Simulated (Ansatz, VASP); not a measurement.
## Two plane-wave programs on Cs2AgS2

```
Ag S Cs
1.0
     0.00000    0.00000    6.72616
     7.63687    0.00000    0.00000
     3.81843    7.20667   -3.36308
Ag S Cs
2 4 4
Direct
  0.25000 0.00000 0.00000
  0.75000 0.00000 0.00000
  0.90209 0.27841 0.80418
  0.09791 0.72159 0.19582
  0.59791 0.08259 0.19582
  0.40209 0.91741 0.80418
  0.14886 0.19093 0.29772
  0.85114 0.80907 0.70228
  0.35114 0.48865 0.70228
  0.64886 0.51135 0.29772
```

Alike in both runs: task single point; functional PBE; k mesh 3 × 3 × 3; occupations gaussian, width 0.0774 eV; no spin polarisation.

```csv
,VASP,Ansatz
version,VASP 6.6.1,Ansatz 0.2.0
potentials or method,"VASP PAW PBE potentials, release 64 (Ag, S, Cs_sv), cutoff 520 eV",PAW plane waves
valence electrons in the cell,82,98
```

```tsv
	VASP	Ansatz	Ansatz less VASP
gap on the k mesh at the Fermi level (eV)	none	none	-
pressure (GPa)	-1.2	-1.2	0.00
traceless stress, the component that is largest in VASP (GPa)	0.38	0.38	+0.002
rms of the force components (eV/Å)	0.102	0.100	-0.0014
```

Atom by atom the forces differ by 0.003 eV/Å (rms over components). A gap of «none» marks a metal or a gap that the smearing closes. VASP's potentials hold 82 valence electrons a cell and Ansatz's 98, so a difference there can come from the potentials and not from the codes.

Spin-orbit coupling is off throughout.
